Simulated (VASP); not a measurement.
# GaB2 (Pnnm) in VASP: a series of runs

The runs below take GaB2 through single point, relaxation of cell and atoms, with PBE.

All numbers are computed with VASP 6.6.1; they aren't measurements. Logs are shortened: lines on timing, memory, paths and dates and some standing lists are left out, and cuts for length are marked.

## (1) The cell of the first run

The structure is orthorhombic, space group Pnnm (No. 58). The conventional cell has a = 3.913 Å, b = 4.776 Å, c = 2.982 Å, α = 90.00°, β = 90.00°, γ = 90.00°. Ga (site symmetry 2/m) has 6 B at 1.97 to 1.98 Å within 2.6 Å. Within 3.2 Å of B (site symmetry m) lie 12 B at 1.95 to 2.98 Å and 6 Ga at 1.97 to 3.17 Å.

## (2) Single point, PBE

INCAR

```
SYSTEM = GaB2
PREC = Accurate
ENCUT = 500
EDIFF = 1E-6
ISMEAR = 0
SIGMA = 0.1
LREAL = .False.
LASPH = .True.
NELM = 120
ALGO = Normal
ISIF = 2
LWAVE = .False.
LCHARG = .False.
GGA = PE
NBANDS = 28
GGA_COMPAT = .False.
```

KPOINTS

```
Automatic mesh
0
Gamma
  6 4 6
  0 0 0
```

POSCAR

```
GaB2
1.0
    3.9133987234      0.0000000000      0.0000000000
    0.0000000000      4.7762729413      0.0000000000
    0.0000000000      0.0000000000      2.9816706648
Ga B
2 4
Direct
    0.0000000000      0.0000000000      0.0000000000
    0.5000000000      0.5000000000      0.5000000000
    0.2004000000      0.3787000000      0.0000000000
    0.7996000000      0.6213000000      0.0000000000
    0.7004000000      0.1213000000      0.5000000000
    0.2996000000      0.8787000000      0.5000000000
```

Potentials or basis: VASP PAW PBE potentials, release 64 (Ga_d, B).

The run is started by

```sh
$ cat potpaw_PBE.64/Ga_d/POTCAR potpaw_PBE.64/B/POTCAR > POTCAR
$ mpirun -np 1 vasp_std > vasp.out
```

OUTCAR:

```text
SYSTEM = GaB2
   PREC = Accurate
   ENCUT = 500
   EDIFF = 1E-6
   ISMEAR = 0
   LREAL = .False.
   LASPH = .True.
   NELM = 120
   ISIF = 2
   GGA = PE

 ion  position               nearest neighbor table
   1  0.000  0.000  0.000-   3 1.97   4 1.97   5 1.98   6 1.98   5 1.98   6 1.98
   2  0.500  0.500  0.500-   5 1.97   6 1.97   3 1.98   4 1.98   3 1.98   4 1.98
   3  0.200  0.379  0.000-   4 1.95   1 1.97   2 1.98   2 1.98
   4  0.800  0.621  0.000-   3 1.95   1 1.97   2 1.98   2 1.98
   5  0.700  0.121  0.500-   6 1.95   2 1.97   1 1.98   1 1.98
   6  0.300  0.879  0.500-   5 1.95   2 1.97   1 1.98   1 1.98

  LATTYP: Found a simple orthorhombic cell.
 ALAT       =     2.9816706648
 B/A-ratio  =     1.3124852351
 C/A-ratio  =     1.6018781007

  Lattice vectors:

 A1 = (   0.0000000000,   0.0000000000,   2.9816706648)
 A2 = (   3.9133987234,   0.0000000000,   0.0000000000)
 A3 = (   0.0000000000,   4.7762729413,   0.0000000000)

Analysis of symmetry for initial positions (statically):
=====================================================================
 Subroutine PRICEL returns:
 Original cell was already a primitive cell.

 Routine SETGRP: Setting up the symmetry group for a
 simple orthorhombic supercell.

 Subroutine GETGRP returns: Found  8 space group operations
 (whereof  4 operations were pure point group operations)
 out of a pool of  8 trial point group operations.

The static configuration has the point symmetry C_2h.
 The point group associated with its full space group is D_2h.

Analysis of symmetry for dynamics (positions and initial velocities):
=====================================================================
 Subroutine PRICEL returns:
 Original cell was already a primitive cell.

 Routine SETGRP: Setting up the symmetry group for a
 simple orthorhombic supercell.

 Subroutine GETGRP returns: Found  8 space group operations
 (whereof  4 operations were pure point group operations)
 out of a pool of  8 trial point group operations.

The dynamic configuration has the point symmetry C_2h.
 The point group associated with its full space group is D_2h.

 Subroutine INISYM returns: Found  8 space group operations
 (whereof  4 operations are pure point group operations),
 and found     1 'primitive' translations

----------------------------------------------------------------------------------------

                                     Primitive cell

  volume of cell :      55.7318

  direct lattice vectors                    reciprocal lattice vectors
[... 101 lines left out ...]
   ISIF   =      2    stress and relaxation
   ISYM   =      2    0-nonsym 1-usesym 2-fastsym
   POTIM  = 0.5000    time-step for ionic-motion
   TEBEG  =    0.0;   TEEND  =   0.0 temperature during run
   PSTRESS=    0.0 pullay stress
   NELECT =      38.0000    total number of electrons
   NUPDOWN=      -1.0000    fix difference up-down
   EMIN   =  10.00;   EMAX   =-10.00  energy-range for DOS
   EFERMI =   0.00;   METHOD = LEGACY
   ISMEAR =     0;   SIGMA  =   0.10  broadening in eV -4-tet -1-fermi 0-gaus
   EFERMI_NEDOS =   21; number of points for ismear=-14 and -15
   IALGO  =     38    algorithm
   IMIX   =      4    mixing-type and parameters
     AMIX     =   0.40;   BMIX     =  1.00
     AMIX_MAG =   1.60;   BMIX_MAG =  1.00
  volume/ion in A,a.u.               =       9.29        62.68
  Fermi-wavevector in a.u.,A,eV,Ry     =   1.440904  2.722914 28.248477  2.076204
  Thomas-Fermi vector in A             =   2.559596
   LORBIT       =      0    0 simple, 1 ext, 2 COOP (PROOUT), +10 PAW based schemes
   GGA     = PE    functional components
   LHFCALC =     F    Hartree Fock is set to
   AEXX    =    0.0000 exact exchange contribution
   IVDW    =     0    specifies the selected vdW correction
   LEPSILON=     F    determine dielectric tensor
   LRPA    =     F    only Hartree local field effects (RPA)
 non-spin polarized calculation
 Gauss-broadening in eV      SIGMA  =   0.10
  energy-cutoff  :      500.00
  volume of cell :       55.73
 maximum number of plane-waves:      1460
 NGX is ok and might be reduce to    30
   NGX = 15   NGY = 17   NGZ = 11

 number of electron      37.9999973 magnetization

 Free energy of the ion-electron system (eV)
  ---------------------------------------------------
  ext. energy  EPLUGINS =         0.00000000
  ---------------------------------------------------
  free energy    TOTEN  =       -21.89391087 eV

  energy without entropy =      -21.87849142  energy(sigma->0) =      -21.88620115

 E-fermi :   7.1966     XC(G=0): -12.3057

 val. band max:        7.1916860463   @ k =   0.1667   0.2500   0.3333
 cond. band min:       7.2150416740   @ k =   0.1667   0.5000   0.0000
 fundamental gap:      0.0233556277
 Fermi energy:         7.1965736233

 k-point     1 :       0.0000    0.0000    0.0000
  band No.  band energies     occupation
      1      -8.2702      2.00000
      2      -8.1433      2.00000
      3      -7.9327      2.00000
      4      -7.9230      2.00000
      5      -7.9003      2.00000
      6      -7.8334      2.00000
[... 733 lines left out ...]
     27      18.5130      0.00000
     28      18.5171      0.00000

 [... further k-points ...]

------------------------ aborting loop because EDIFF is reached ----------------------------------------

  FORCE on cell =-STRESS in cart. coord.  units (eV):
  Direction    XX          YY          ZZ          XY          YZ          ZX
  --------------------------------------------------------------------------------------
  -------------------------------------------------------------------------------------
  Total        8.1548914     17.5765888     21.5432067      0.0000000      0.0000000      0.0000000
  in kB      234.4368398    505.2918181    619.3241590      0.0000000      0.0000000      0.0000000
  external PRESSURE =     453.0176056 kB  Pullay stress =       0.0000000 kB

 VOLUME and BASIS-vectors are now :
 -----------------------------------------------------------------------------
  energy-cutoff  :      500.00
  volume of cell :       55.73
      direct lattice vectors                 reciprocal lattice vectors
     3.913398723  0.000000000  0.000000000     0.255532357  0.000000000  0.000000000
     0.000000000  4.776272941  0.000000000     0.000000000  0.209368269  0.000000000
     0.000000000  0.000000000  2.981670665     0.000000000  0.000000000  0.335382446

 POSITION                                       TOTAL-FORCE (eV/Angst)
 -----------------------------------------------------------------------------------
      0.00000      0.00000      0.00000         0.000000     -0.000000      0.000000
      1.95670      2.38814      1.49084         0.000000     -0.000000      0.000000
      0.78425      1.80877      0.00000        -2.652189      1.588296     -0.000000
      3.12915      2.96750      0.00000         2.652189     -1.588296      0.000000
      2.74094      0.57936      1.49084        -2.652189     -1.588296     -0.000000
      1.17245      4.19691      1.49084         2.652189      1.588296      0.000000
 -----------------------------------------------------------------------------------
    total drift:                               -0.000000      0.000000      0.000000

  FREE ENERGIE OF THE ION-ELECTRON SYSTEM (eV)
  ---------------------------------------------------
  free  energy   TOTEN  =       -21.8939108665 eV

  energy  without entropy=      -21.8784914248  energy(sigma->0) =      -21.88620115
```

stdout:

```text
POSCAR found type information on POSCAR GaB
 POSCAR found :  2 types and       6 ions
 scaLAPACK will be used
 LDA part: xc-table for (Slater+PW92), standard interpolation
 POSCAR, INCAR and KPOINTS ok, starting setup
 FFT: planning ... GRIDC
 FFT: planning ... GRID_SOFT
 FFT: planning ... GRID
 WAVECAR not read
 entering main loop
```

Run time: 27 s. Hardware: 1 thread of Intel Xeon 6975P-C (Granite Rapids), shared host; peak memory 0.2 GiB.

Results:

```
Free energy            : -21.8939 eV
Pressure               : 45.3 GPa
Largest force          : 3.091 eV/Å
Band gap on the k mesh : zero (bands 19 and 20 overlap by 5.27 eV)
```

Forces in eV/Å, atoms in the order of the input:
```
Ga   0.000  0.000  0.000
Ga   0.000  0.000  0.000
B   -2.652  1.588  0.000
B    2.652 -1.588  0.000
B   -2.652 -1.588  0.000
B    2.652  1.588  0.000
```

Levels at points of the mesh, in eV from the Fermi level:
| k point | band 16 | band 17 | band 18 | band 19 | band 20 | band 21 | band 22 | band 23 |
| --- | --- | --- | --- | --- | --- | --- | --- | --- |
| (0.00, 0.00, 0.00) | -1.71 | -1.27 | -0.73 | -0.65 | 0.53 | 2.56 | 3.95 | 4.49 |
| (0.50, 0.00, 0.00) | -5.87 | 0.67 | 0.67 | 1.93 | 1.93 | 3.85 | 3.85 | 3.98 |
| (0.00, 0.50, 0.00) | -4.07 | -1.56 | -1.56 | -0.23 | -0.23 | 3.00 | 3.00 | 5.44 |
| (0.50, 0.50, 0.00) | -0.80 | 1.23 | 1.23 | 1.44 | 1.44 | 1.99 | 1.99 | 2.51 |
| (0.00, 0.00, 0.50) | -4.53 | -2.58 | -2.58 | -1.94 | -1.94 | 1.82 | 1.82 | 2.83 |
| (0.50, 0.00, 0.50) | -3.58 | -3.11 | -3.11 | -2.99 | -2.99 | -0.70 | -0.70 | 5.17 |
| (0.00, 0.50, 0.50) | -2.89 | -1.58 | -1.58 | 0.09 | 0.09 | 0.12 | 0.12 | 2.31 |
| (0.50, 0.50, 0.50) | -6.90 | -5.43 | -5.43 | 0.90 | 0.90 | 2.90 | 2.90 | 3.97 |

Caveat: the cell stands under pressure; forces of over 1 eV/Å act on the atoms, so gaps and moduli don't describe the material at rest.

## (3) Relaxation of cell and atoms, PBE

INCAR

```
PREC = Accurate
ENCUT = 500
EDIFF = 1E-7
ISMEAR = 0
SIGMA = 0.1
LREAL = False
LASPH = True
NELM = 120
ALGO = Normal
ISIF = 3
LWAVE = False
LCHARG = False
GGA = PE
IBRION = 2
NSW = 90
EDIFFG = -0.04
GGA_COMPAT = False
NELMIN = 4
```

KPOINTS

```
regular mesh
0
Gamma
  4 4 6
```

POSCAR is that of step 2.

Potentials or basis: VASP PAW PBE potentials, release 64 (Ga_d, B).

The run is started by

```sh
$ cat potpaw_PBE.64/Ga_d/POTCAR potpaw_PBE.64/B/POTCAR > POTCAR
$ mpirun -np 1 vasp_std > vasp.out
```

Run time: 7.4 min. Hardware: 1 thread of Intel Xeon 6975P-C (Granite Rapids), shared host; peak memory 0.19 GiB.

It converged, with:

```yaml
Free_energy: -26.8602 eV
Relaxed_volume: 11.65 Å³/atom
Relaxed_cell: a = 3.529 Å, b = 5.568 Å, c = 3.558 Å, α = 90.00°, β = 90.00°, γ = 90.00°
Space_group_after_relaxing_to_0.1_Å: I4/mmm (No. 139)
Energy_gained_by_relaxing: 825.8 meV/atom
Ionic_steps: 40
Pressure_after_relaxing: -0.2 GPa
Largest_force_after_relaxing: 0.024 eV/Å
Band_gap_on_the_k_mesh: zero (bands 19 and 20 overlap by 4.62 eV)
```

Forces in eV/Å, atoms in the order of the input:
```
Ga   0.000  0.000  0.000
Ga   0.000  0.000  0.000
B   -0.015  0.018  0.000
B    0.015 -0.018  0.000
B   -0.015 -0.018  0.000
B    0.015  0.018  0.000
```

Stress tensor (GPa, compression positive):
```
 0.09  0.00  0.00
 0.00 -0.47  0.00
 0.00  0.00 -0.19
```

The path:
```
step  energy change (eV)  largest force (eV/Å)  pressure (GPa)  volume (Å³)
   1              0.0000                3.3747           45.67        55.73
   2             -3.2184                1.5218          -11.39        79.81
   3             -3.2744                1.7449           -7.78        75.73
   4             -3.7046                1.2238            0.28        72.65
   5             -3.7488                0.3431           -2.08        73.29
   6             -3.8085                0.4462           -0.63        71.70
   7             -3.8914                0.7364            4.11        67.01
   8             -3.9080                0.7538            4.22        66.73
   9             -3.9490                0.8208            4.85        65.89
  10             -3.9738                0.9343            6.29        64.19
  11             -4.0607                0.8452            5.13        64.53
  12             -4.2177                0.7804            2.17        65.53
  13             -4.2946                1.5097           -2.19        67.37
  14             -4.4909                1.2045            0.53        67.39
  15             -4.5607                0.9239            3.60        67.38
  16             -4.6882                0.4505            1.32        68.72
  17             -4.7026                0.7151            0.67        69.32
  18             -4.7768                0.4406           -1.63        70.25
  19             -4.8210                0.4066           -4.44        71.49
  20             -4.8659                0.3468           -3.53        71.36
  21             -4.9202                0.2275           -1.18        71.03
  22             -4.9229                0.2112           -0.49        70.94
  23             -4.9230                0.2093           -0.36        70.92
  24             -4.9270                0.1261           -0.32        70.82
  25             -4.9310                0.3231           -0.16        70.53
  26             -4.9334                0.2898           -0.31        70.44
  27             -4.9380                0.1877           -0.71        70.18
  28             -4.9342                0.0763           -1.47        69.64
  29             -4.9387                0.1316           -0.94        70.03
  30             -4.9429                0.0807           -0.42        69.76
  31             -4.9463                0.0892            0.44        69.30
  32             -4.9464                0.1073            0.59        69.21
  33             -4.9482                0.0647            0.64        69.24
  34             -4.9513                0.1201            0.88        69.32
  35             -4.9529                0.0772            0.49        69.46
  36             -4.9542                0.0273           -0.10        69.71
  37             -4.9542                0.0318           -0.22        69.75
  38             -4.9546                0.0288           -0.20        69.80
  39             -4.9549                0.0241           -0.26        69.89
  40             -4.9549                0.0235           -0.19        69.90
```

Final structure:
```
Ga B
1.0
     3.52862    0.00000    0.00000
     0.00000    5.56760    0.00000
     0.00000    0.00000    3.55818
Ga B
2 4
Direct
  0.00000 0.00000 0.00000
  0.50000 0.50000 0.50000
  0.00258 0.36025 0.00000
  0.99742 0.63975 0.00000
  0.50258 0.13975 0.50000
  0.49742 0.86025 0.50000
```

Levels at points of the mesh, in eV from the Fermi level:
```csv
k point,band 16,band 17,band 18,band 19,band 20,band 21,band 22,band 23
"(0.00, 0.00, 0.00)",-3.29,-3.16,-1.24,0.38,0.47,2.09,2.20,4.48
"(0.50, 0.00, 0.00)",-5.73,-0.74,-0.74,0.99,0.99,2.79,2.79,4.25
"(0.00, 0.50, 0.00)",-2.51,-2.10,-2.10,-1.98,-1.98,3.54,3.54,5.20
"(0.50, 0.50, 0.00)",-3.57,-0.33,-0.33,0.34,0.34,2.22,2.22,2.78
"(0.00, 0.00, 0.50)",-5.77,-0.67,-0.67,1.08,1.08,2.85,2.85,4.32
"(0.50, 0.00, 0.50)",-5.47,-4.63,-4.63,-2.18,-2.18,-0.63,-0.63,5.67
"(0.00, 0.50, 0.50)",-3.59,-0.27,-0.27,0.36,0.36,2.31,2.31,2.91
"(0.50, 0.50, 0.50)",-5.04,-5.04,-5.04,-2.78,-2.78,3.52,3.52,3.88
```

Caveat: the k points lie up to 0.45 Å⁻¹ apart in the final cell, too coarse for converged energies and pressures of a metal; the volume moved by over 15 % at a fixed basis, so the end points are rough.
